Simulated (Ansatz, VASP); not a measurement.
# Sr3Zn in VASP and in Ansatz

```
CELL_PARAMETERS angstrom
5.47994 0.00000 0.00000
0.00000 5.47994 0.00000
0.00000 0.00000 5.47994
ATOMIC_POSITIONS crystal
Sr 0.00000 0.50000 0.50000
Sr 0.50000 0.50000 0.00000
Sr 0.50000 0.00000 0.50000
Zn 0.00000 0.00000 0.00000
```

Alike in both runs: task single point; functional PBE; k mesh 5 × 5 × 5; occupations fermi-dirac, width 0.05 eV; no spin polarisation.

```csv
,VASP,Ansatz
version,VASP 6.6.1,Ansatz 0.2.0
potentials or method,"VASP PAW PBE potentials, release 64 (Sr_sv, Zn)",Ansatz PAW
plane-wave cutoff (eV),520,420
valence electrons in the cell,42,42
```

|  | VASP | Ansatz | Ansatz less VASP |
| --- | --- | --- | --- |
| gap on the k mesh at the Fermi level (eV) | none | none | - |
| pressure (GPa) | 0.1 | 0.1 | -0.02 |

A gap of «none» marks a metal or a gap that the smearing closes. With one functional, cell and mesh, what is left measures potentials, basis and numerics.
